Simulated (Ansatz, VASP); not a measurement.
**One calculation of NaI, two programs**

INCAR

```
ALGO = Normal
EDIFF = 1E-6
ENCUT = 520
GGA = PE
ISIF = 2
ISMEAR = -1
LASPH = True
LCHARG = False
LREAL = False
LWAVE = False
NBANDS = 14
NELM = 100
PREC = Accurate
SIGMA = 0.08
```

Contents of KPOINTS:

```
k-points
0
Gamma
  11 11 11
```

Contents of POSCAR:

```
NaI
1.0
    0.0489635843      3.2887207471      3.2887207471
    3.2887207471      0.0489635843      3.2887207471
    3.2887207471      3.2887207471      0.0489635843
Na I
1 1
Direct
    0.0000000000      0.0000000000      0.0000000000
    0.5000000000      0.5000000000      0.5000000000
```

Input for Ansatz:

```yaml
crystal:
  lattice:
    - [0.0489635843, 3.2887207471, 3.2887207471]
    - [3.2887207471, 0.0489635843, 3.2887207471]
    - [3.2887207471, 3.2887207471, 0.0489635843]
  atoms:
    - { symbol: Na, position: [0.0, 0.0, 0.0] }
    - { symbol: I, position: [0.5, 0.5, 0.5] }
kpoints:
  mp_grid: { grid: [11, 11, 11] }
scf:
  occupations: { method: fermi_dirac, width: 0.08 }
hamiltonian:
  xc: pbe
  pseudopotentials: { kind: all_electron, lapw: { basis_error: 0.0005 } }
output:
  forces: true
  stress: true
  eigenvalues: true
```

Change from the starting cell: equal xy, yz and zx shear strains of +1.5 %.

Alike in both runs: task single point; functional PBE; k mesh 11 × 11 × 11; occupations fermi-dirac, width 0.08 eV; no spin polarisation.

|  | VASP | Ansatz |
| --- | --- | --- |
| version | VASP 6.6.1 | Ansatz 0.2.0 |
| potentials or method | VASP PAW PBE potentials, release 64 (Na_pv, I), cutoff 520 eV | all-electron LAPW, scalar-relativistic |

```tsv
	VASP	Ansatz	Ansatz less VASP
gap on the k mesh at the Fermi level (eV)	3.54	3.54	+0.004
pressure (GPa)	0.0	0.0	-0.01
traceless stress, the component that is largest in VASP (GPa)	-0.11	-0.11	0.000
```

Ansatz ran all-electron here, and VASP with PAW potentials.

Spin-orbit coupling is off throughout.
